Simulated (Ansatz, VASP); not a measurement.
## One calculation of SiNi, two programs

```
CELL_PARAMETERS angstrom
3.02662 0.00000 0.00000
0.00000 3.27350 0.00000
0.00000 0.00000 4.69776
ATOMIC_POSITIONS crystal
Si 0.50000 0.50000 0.84230
Si 0.00000 0.00000 0.15770
Ni 0.50000 0.50000 0.34422
Ni 0.00000 0.00000 0.65578
```

Alike in both runs: task relaxation of cell and atoms; functional PBE; k mesh 14 × 12 × 10; occupations gaussian, width 0.1 eV; no spin polarisation.

|  | VASP | Ansatz |
| --- | --- | --- |
| version | VASP 6.6.1 | Ansatz 0.2.0 |
| potentials or method | VASP PAW PBE potentials, release 64 (Si, Ni), cutoff 600 eV | scalar-relativistic, plane waves, PAW |
| valence electrons in the cell | 28 | 44 |

Ansatz gave:

```
gap on the k mesh at the Fermi level, each at its own relaxed structure (eV) : none
relaxed volume (Å³/atom)                                                     : 11.72
relaxed cell length with the largest relative difference (Å)                 : 3.258
```

Task: What did VASP give for the same quantities?

Result: gap on the k mesh at the Fermi level, each at its own relaxed structure (eV): none; relaxed volume (Å³/atom): 11.72; relaxed cell length with the largest relative difference (Å): 3.255.

A gap of «none» marks a metal or a gap that the smearing closes. VASP's potentials hold 28 valence electrons a cell and Ansatz's 44, so a difference there can come from the potentials and not from the codes.
